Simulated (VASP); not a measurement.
Here is a VASP 6.6.1 calculation.

The input INCAR:

```
PREC = Accurate
ENCUT = 600
EDIFF = 1E-6
ISMEAR = 0
SIGMA = 0.15
LREAL = F
LASPH = T
NELM = 120
ALGO = Normal
ISIF = 2
LWAVE = F
LCHARG = F
GGA = PE
NBANDS = 9
GGA_COMPAT = F
```

Contents of KPOINTS:

```
Automatic mesh
0
Gamma
  7 7 2
```

The input POSCAR:

```
MgH2
1.0
    2.9106060402     -0.0000000040      0.0000000000
   -1.4553030167      2.5206587733      0.0000000000
    0.0000000000      0.0000000000      8.7460797595
Mg H
1 2
Direct
    0.3333333333      0.6666666667      0.0000000000
    0.6666666667      0.3333333333      0.8672727450
    0.6666666667      0.3333333333      0.1327272550
```

Potentials or basis: VASP PAW PBE potentials, release 64 (Mg, H).

Command:

```console
$ cat potpaw_PBE.64/Mg/POTCAR potpaw_PBE.64/H/POTCAR > POTCAR
$ mpirun -np 1 vasp_std > vasp.out
```

Task: Estimate the largest force.

Result: 0.008 eV/Å.

Task: What does it give for the band gap on the k mesh?

Result: 1.59 eV, indirect (least direct gap 1.73 eV).

Task: Predict the pressure.

Result: -0.1 GPa.

Forces on the atoms (eV/Å):
```
Mg   0.000  0.000  0.000
H    0.000  0.000 -0.008
H    0.000  0.000  0.008
```

A k mesh can miss the band edges.
